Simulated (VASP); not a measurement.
Here is a VASP 6.6.1 calculation.

File POSCAR:

```
Li2Se
1.0
    0.0000000000      3.0234562679      3.0234562679
    3.0234562679      0.0000000000      3.0234562679
    3.0234562679      3.0234562679      0.0000000000
Se Li
1 2
Direct
    0.0000000000      0.0000000000      0.0000000000
    0.2500000000      0.2500000000      0.2500000000
    0.7500000000      0.7500000000      0.7500000000
```

File INCAR.step1:

```
PREC = Accurate
ENCUT = 830
ISMEAR = 0
SIGMA = 0.01
LREAL = F
LASPH = T
NELM = 120
NBANDS = 13
GGA = PE
ALGO = Normal
EDIFF = 1E-5
LWAVE = T
LCHARG = F
GGA_COMPAT = F
```

Contents of INCAR.step2:

```
PREC = Accurate
ENCUT = 830
EDIFF = 1E-6
ISMEAR = 0
SIGMA = 0.01
LREAL = F
LASPH = T
NELM = 120
ALGO = Normal
ISIF = 2
LWAVE = F
LCHARG = T
METAGGA = R2SCAN
LMIXTAU = T
LELF = T
LVHAR = T
NBANDS = 13
ISTART = 1
GGA_COMPAT = F
```

File KPOINTS:

```
regular mesh
0
Gamma
  8 8 8
```

Potentials or basis: VASP PAW PBE potentials, release 64 (Se, Li_sv).

Launch:

```bash
$ cat potpaw_PBE.64/Se/POTCAR potpaw_PBE.64/Li_sv/POTCAR > POTCAR
$ cp INCAR.step1 INCAR
$ mpirun -np 1 vasp_std > vasp.out
$ cp INCAR.step2 INCAR
$ mpirun -np 1 vasp_std > vasp.out
```

(1) Predict the band gap on the k mesh.

(2) What does it give for the pressure?

Results:

(1) 3.48 eV (least direct gap 4.04 eV).

(2) -1.2 GPa.

Caveat: the cell differs from its parent crystal (strain +1.0%); the PAW data sets were made with another functional, which shifts forces and pressure a little.
